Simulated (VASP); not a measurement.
# Mg2C (Immm) in VASP: single point with HSE06

Aim: the single point of Mg2C with HSE06.

Program: VASP 6.6.1. These are calculated values, not measurements. Logs are shortened: lines on timing, memory, paths and dates and some standing lists are left out, and cuts for length are marked.

## Step 1: The cell of the first run

Symmetry: Immm, No. 71, orthorhombic system. The conventional cell has a = 3.791 Å, b = 3.876 Å, c = 5.422 Å, α = 90.00°, β = 90.00°, γ = 90.00°. Within 3.1 Å of C (site symmetry mmm) lie 8 Mg at 2.33 to 2.37 Å. Mg (site symmetry mm2) has 4 C at 2.33 to 2.37 Å and 6 Mg at 2.71 Å within 3.1 Å.

## Step 2: Single point, HSE06 (shear xy strain -2.2%)

Input file POSCAR:

```
Mg2C
1.0
   -0.0300914631      2.7109426181      2.7109426181
    2.7109426181     -0.0300914631      2.7109426181
    2.6808511551      2.6808511551      0.0000000000
C Mg
1 2
Direct
    0.0000000000      0.0000000000      0.0000000000
    0.2496265951      0.2496265951      0.2503734049
    0.7503734049      0.7503734049      0.7496265951
```

Input file INCAR.step1:

```
ALGO = Normal
EDIFF = 1E-5
ENCUT = 520
GGA = PE
ISIF = 2
ISMEAR = 0
LASPH = T
LREAL = F
LWAVE = T
NBANDS = 11
NELM = 80
PREC = Accurate
SIGMA = 0.01
```

Input file INCAR.step2:

```
ALGO = Normal
EDIFF = 1E-6
ENCUT = 520
GGA = PE
HFSCREEN = 0.2079
ISIF = 2
ISMEAR = 0
ISTART = 1
LASPH = T
LCHARG = T
LELF = T
LHFCALC = T
LREAL = F
LVHAR = T
LWAVE = F
NBANDS = 11
NELM = 80
PREC = Accurate
PRECFOCK = Normal
SIGMA = 0.01
```

Input file KPOINTS:

```
k-points
0
Gamma
  6 6 6
```

Potentials or basis: VASP PAW PBE potentials, release 64 (C, Mg).

Launch:

```console
$ cat potpaw_PBE.64/C/POTCAR potpaw_PBE.64/Mg/POTCAR > POTCAR
$ cp INCAR.step1 INCAR
$ mpirun -np 1 vasp_std > vasp.out
$ cp INCAR.step2 INCAR
$ mpirun -np 1 vasp_std > vasp.out
```

OUTCAR:

```text
EDIFF = 1E-6
   ENCUT = 520
   GGA = PE
   HFSCREEN = 0.2079
   ISIF = 2
   ISMEAR = 0
   ISTART = 1
   LASPH = T
   LHFCALC = T
   LREAL = F
   NELM = 80
   PREC = Accurate
   PRECFOCK = Normal

 ion  position               nearest neighbor table
   1  0.000  0.000  0.000-   2 2.33   3 2.33   3 2.33   2 2.33   3 2.37   3 2.37   2 2.37   2 2.37

   2  0.250  0.250  0.250-   1 2.33   1 2.33   1 2.37   1 2.37   3 2.71   3 2.71   3 2.71   3 2.71
                             3 2.71   3 2.71
   3  0.750  0.750  0.750-   1 2.33   1 2.33   1 2.37   1 2.37   2 2.71   2 2.71   2 2.71   2 2.71
                             2 2.71   2 2.71

  LATTYP: Found a body centered orthorhombic cell.
 ALAT       =     3.7912960622
 B/A-ratio  =     1.0224491860
 C/A-ratio  =     1.4300875340

  Lattice vectors:

 A1 = (   0.0300914631,  -2.7109426181,  -2.7109426181)
 A2 = (  -0.0300914630,   2.7109426182,  -2.7109426181)
 A3 = (   2.7109426181,  -0.0300914631,   2.7109426181)

Analysis of symmetry for initial positions (statically):
=====================================================================
 Subroutine PRICEL returns:
 Original cell was already a primitive cell.

 Routine SETGRP: Setting up the symmetry group for a
 body centered orthorhombic supercell.

 Subroutine GETGRP returns: Found  8 space group operations
 (whereof  8 operations were pure point group operations)
 out of a pool of  8 trial point group operations.

The static configuration has the point symmetry D_2h.

Analysis of symmetry for dynamics (positions and initial velocities):
=====================================================================
 Subroutine PRICEL returns:
 Original cell was already a primitive cell.

 Routine SETGRP: Setting up the symmetry group for a
 body centered orthorhombic supercell.

 Subroutine GETGRP returns: Found  8 space group operations
 (whereof  8 operations were pure point group operations)
 out of a pool of  8 trial point group operations.

The dynamic configuration has the point symmetry D_2h.

 Subroutine INISYM returns: Found  8 space group operations
 (whereof  8 operations are pure point group operations),
 and found     1 'primitive' translations

----------------------------------------------------------------------------------------

                                     Primitive cell

  volume of cell :      39.8417

  direct lattice vectors                    reciprocal lattice vectors
    -0.030091463  2.710942618  2.710942618    -0.182412909  0.182412909  0.184437692
     2.710942618 -0.030091463  2.710942618     0.182412909 -0.182412909  0.184437692
     2.680851155  2.680851155  0.000000000     0.186507930  0.186507930 -0.184437692

  length of vectors
     3.833969908  3.833969908  3.791296062     0.317121745  0.317121745  0.321850397

  position of ions in fractional coordinates (direct lattice)
     0.000000000  0.000000000  0.000000000
     0.249626595  0.249626595  0.250373405
     0.750373405  0.750373405  0.749626595

  ion indices of the primitive-cell ions
   primitive index   ion index
                 1           1
                 2           2
                 3           3

----------------------------------------------------------------------------------------

 KPOINTS: k-points

Automatic generation of k-mesh.
 Grid dimensions read from file:
 generate k-points for:    6    6    6

 Generating k-lattice:

  Cartesian coordinates                     Fractional coordinates (reciprocal lattice)
    -0.030402151  0.030402151  0.030739615     0.166666667 -0.000000000  0.000000000
     0.030402151 -0.030402151  0.030739615    -0.000000000  0.166666667  0.000000000
     0.031084655  0.031084655 -0.030739615     0.000000000  0.000000000  0.166666667

  Length of vectors
     0.052853624  0.052853624  0.053641733

  Shift w.r.t. Gamma in fractional coordinates (k-lattice)
     0.000000000  0.000000000  0.000000000

 Subroutine IBZKPT returns following result:
 ===========================================

 Found     46 irreducible k-points:

 Following reciprocal coordinates:
            Coordinates               Weight
  0.000000  0.000000  0.000000      1.000000
  0.166667  0.000000  0.000000      4.000000
  0.333333  0.000000  0.000000      4.000000
  0.500000  0.000000  0.000000      2.000000
  0.166667  0.166667  0.000000      2.000000
  0.333333  0.166667  0.000000      4.000000
[... 16 lines left out ...]
 -0.166667  0.333333  0.166667      4.000000
  0.500000  0.500000  0.166667      4.000000
 [... further k-points ...]
   k-points           NKPTS =     46   k-points in BZ     NKDIM =    216   number of bands    NBANDS=     11
   number of dos      NEDOS =    301   number of ions     NIONS =      3
   total plane-waves  NPLWV =  25200
   dimension x,y,z NGX =    30 NGY =   30 NGZ =   28
   dimension x,y,z NGXF=    60 NGYF=   60 NGZF=   56
   ions per type =               1   2
   NGX,Y,Z   is equivalent  to a cutoff of  13.01, 13.01, 12.28 a.u.
   NGXF,Y,Z  is equivalent  to a cutoff of  26.02, 26.02, 24.56 a.u.
 SYSTEM =  unknown system
   PREC   = accura    normal or accurate (medium, high low for compatibility)
   ISTART =      1    job   : 0-new  1-cont  2-samecut
   ICHARG =      0    charge: 1-file 2-atom 10-const
   ISPIN  =      1    spin polarized calculation?
   LNONCOLLINEAR =      F non collinear calculations
   LSORBIT =      F    spin-orbit coupling
   LASPH  =      T    aspherical Exc in radial PAW
   ENCUT  =  520.0 eV  38.22 Ry    6.18 a.u.   7.13  7.13  7.05*2*pi/ulx,y,z
   NELM   =     80;   NELMIN=  2; NELMDL=  0     # of ELM steps
   EDIFF  = 0.1E-05   stopping-criterion for ELM
   LREAL  =      F    real-space projection
   EDIFFG = 0.1E-04   stopping-criterion for IOM
   NSW    =      0    number of steps for IOM
   IBRION =     -1    ionic relax: 0-MD 1-quasi-New 2-CG
   NFREE  =      0    steps in history (QN), initial steepest desc. (CG)
   ISIF   =      2    stress and relaxation
   ISYM   =      3    0-nonsym 1-usesym 2-fastsym
   POTIM  = 0.5000    time-step for ionic-motion
   TEBEG  =    0.0;   TEEND  =   0.0 temperature during run
   PSTRESS=    0.0 pullay stress
   NELECT =       8.0000    total number of electrons
   NUPDOWN=      -1.0000    fix difference up-down
   EMIN   =  10.00;   EMAX   =-10.00  energy-range for DOS
   EFERMI =   0.00;   METHOD = LEGACY
   ISMEAR =     0;   SIGMA  =   0.01  broadening in eV -4-tet -1-fermi 0-gaus
   EFERMI_NEDOS =   21; number of points for ismear=-14 and -15
   IALGO  =     38    algorithm
   IMIX   =      1    mixing-type and parameters
     AMIX     =   0.40;   BMIX     =  1.00
     AMIX_MAG =   1.60;   BMIX_MAG =  1.00
  volume/ion in A,a.u.               =      13.28        89.62
  Fermi-wavevector in a.u.,A,eV,Ry     =   0.958648  1.811581 12.503826  0.919005
  Thomas-Fermi vector in A             =   2.087774
   LORBIT       =      0    0 simple, 1 ext, 2 COOP (PROOUT), +10 PAW based schemes
   GGA     = PE    functional components
   LHFCALC =     T    Hartree Fock is set to
   PRECFOCK=normal    Normal, Fast or Accurate (Low or Medium for compatibility)
   ENCUT4O =  -1.0   cutoff for four orbital integrals eV
   NKREDX  =     1    reduce k-point grid by
   NKREDY  =     1    reduce k-point grid by
   NKREDZ  =     1    reduce k-point grid by
   AEXX    =    0.2500 exact exchange contribution
   HFSCREEN=    0.2079 screening length (either q_TF or 0.3 A-1)
   HFSCREENC=   0.2079 screening length for correlation (either q_TF or 0.3 A-1)
   ENCUTFOCK=  -1.0 apply spherical cutoff to Coloumb kernel
   IVDW    =     0    specifies the selected vdW correction
   LEPSILON=     F    determine dielectric tensor
   LRPA    =     F    only Hartree local field effects (RPA)
 non-spin polarized calculation
 Gauss-broadening in eV      SIGMA  =   0.01
  energy-cutoff  :      520.00
  volume of cell :       39.84
 maximum number of plane-waves:      1083
 NGX is ok and might be reduce to    30
  NGX = 24; NGY = 24; NGZ = 24

 number of electron       8.0000000 magnetization

 Free energy of the ion-electron system (eV)
  ---------------------------------------------------
  ext. energy  EPLUGINS =         0.00000000
  ---------------------------------------------------
  free energy    TOTEN  =       -12.95222819 eV

  energy without entropy =      -12.95222819  energy(sigma->0) =      -12.95222819

 E-fermi :   3.3254     XC(G=0):  -8.2276

 val. band max:        3.2854465632   @ k =   0.0000   0.0000   0.0000
 cond. band min:       4.6299953123   @ k =   0.5000   0.5000   0.0000
 fundamental gap:      1.3445487491
 Fermi energy:         3.3254486148

 k-point     1 :       0.0000    0.0000    0.0000
  band No.  band energies     occupation
      1      -8.7320      2.00000
      2       3.2109      2.00000
      3       3.2450      2.00000
      4       3.2854      2.00000
      5       5.5357      0.00000
      6      10.6709      0.00000
      7      10.9071      0.00000
      8      11.1207      0.00000
      9      14.0798      0.00000
     10      14.0867      0.00000
     11      15.1271      0.00000

 k-point     2 :       0.1667    0.0000    0.0000
  band No.  band energies     occupation
      1      -8.4228      2.00000
      2       1.3934      2.00000
      3       3.1101      2.00000
      4       3.1528      2.00000
      5       6.8630      0.00000
      6      10.6273      0.00000
      7      11.0557      0.00000
      8      11.2735      0.00000
      9      12.7948      0.00000
     10      12.9458      0.00000
     11      14.6016      0.00000

 k-point     3 :       0.3333    0.0000    0.0000
  band No.  band energies     occupation
      1      -7.6433      2.00000
      2      -0.9203      2.00000
      3       2.8956      2.00000
      4       2.9204      2.00000
      5       7.6263      0.00000
      6      10.2821      0.00000
      7      10.4280      0.00000
      8      10.5193      0.00000
      9      14.0796      0.00000
     10      14.3741      0.00000
     11      14.9284      0.00000

 k-point     4 :       0.5000    0.0000    0.0000
  band No.  band energies     occupation
      1      -7.1007      2.00000
      2      -2.0155      2.00000
      3       2.8016      2.00000
      4       2.8174      2.00000
      5       7.7043      0.00000
      6       9.8508      0.00000
      7       9.9995      0.00000
      8      10.3408      0.00000
      9      15.9032      0.00000
     10      16.0724      0.00000
     11      16.3025      0.00000

 k-point     5 :       0.1667    0.1667    0.0000
  band No.  band energies     occupation
      1      -8.3134      2.00000
      2       1.5552      2.00000
      3       2.6484      2.00000
      4       2.7788      2.00000
      5       7.1616      0.00000
      6      10.0687      0.00000
      7      10.8642      0.00000
      8      11.5767      0.00000
      9      11.8868      0.00000
     10      14.6505      0.00000
     11      16.1457      0.00000
[... 211 lines left out ...]
 k-point    21 :       0.5000    0.3333    0.1667
  band No.  band energies     occupation
      1      -7.0479      2.00000
      2      -0.6842      2.00000
      3       1.0096      2.00000
      4       2.0111      2.00000
      5       7.2831      0.00000
      6       9.9953      0.00000
      7      10.3300      0.00000
      8      12.3649      0.00000
      9      13.4738      0.00000
     10      15.9456      0.00000
     11      18.5616      0.00000

 k-point    22 :      -0.3333    0.3333    0.1667
  band No.  band energies     occupation
      1      -6.6763      2.00000
      2      -0.9984      2.00000
      3       0.4806      2.00000
      4       1.6185      2.00000
      5       7.5014      0.00000
      6       9.7717      0.00000
      7      11.6292      0.00000
      8      12.0242      0.00000
      9      13.8733      0.00000
     10      15.0303      0.00000
     11      19.3619      0.00000

 k-point    23 :      -0.1667    0.3333    0.1667
  band No.  band energies     occupation
      1      -7.0747      2.00000
      2      -0.6741      2.00000
      3       0.9810      2.00000
      4       2.0238      2.00000
      5       7.3588      0.00000
      6      10.2036      0.00000
      7      10.3068      0.00000
      8      12.4149      0.00000
      9      13.5375      0.00000
     10      15.7225      0.00000
     11      18.4178      0.00000

 k-point    24 :       0.5000    0.5000    0.1667
  band No.  band energies     occupation
      1      -6.7035      2.00000
      2      -0.8749      2.00000
      3       0.8655      2.00000
      4       1.6966      2.00000
      5       5.7058      0.00000
      6       9.3929      0.00000
      7      12.3629      0.00000
      8      12.8993      0.00000
      9      13.7710      0.00000
     10      16.6779      0.00000
     11      19.2739      0.00000

 [... further k-points ...]
[... 5 lines left out ...]
  --------------------------------------------------------------------------------------
  -------------------------------------------------------------------------------------
  Total       -0.1355346     -0.1355346     -0.1429354      0.3383495      0.0000000      0.0000000
  in kB       -5.4503368     -5.4503368     -5.7479481     13.6062552      0.0000000      0.0000000
  external PRESSURE =      -5.5495406 kB  Pullay stress =       0.0000000 kB

 VOLUME and BASIS-vectors are now :
 -----------------------------------------------------------------------------
  energy-cutoff  :      520.00
  volume of cell :       39.84
      direct lattice vectors                 reciprocal lattice vectors
    -0.030091463  2.710942618  2.710942618    -0.182412909  0.182412909  0.184437692
     2.710942618 -0.030091463  2.710942618     0.182412909 -0.182412909  0.184437692
     2.680851155  2.680851155  0.000000000     0.186507930  0.186507930 -0.184437692

 POSITION                                       TOTAL-FORCE (eV/Angst)
 -----------------------------------------------------------------------------------
      0.00000      0.00000      0.00000        -0.000000     -0.000000      0.000000
      1.34043      1.34043      1.35345         0.000000      0.000000     -0.000753
      4.02128      4.02128      4.06844        -0.000000     -0.000000      0.000753
 -----------------------------------------------------------------------------------
    total drift:                                0.000000     -0.000000     -0.000000

  FREE ENERGIE OF THE ION-ELECTRON SYSTEM (eV)
  ---------------------------------------------------
  free  energy   TOTEN  =       -12.9522281861 eV

  energy  without entropy=      -12.9522281861  energy(sigma->0) =      -12.95222819
```

Wall time 40 min (1 thread of Intel Xeon Platinum 8259CL at 2.50GHz (Skylake/Cascade Lake), shared host); peak memory 0.29 GiB.

What came out:

```
Free energy            : -12.9522 eV
Pressure               : -0.6 GPa
Band gap on the k mesh : 1.34 eV (least direct gap 2.25 eV)
```

Caveat: the cell differs from its parent crystal (shear xy strain -2.2%); the PAW data sets were made with another functional, which shifts forces and pressure a little.
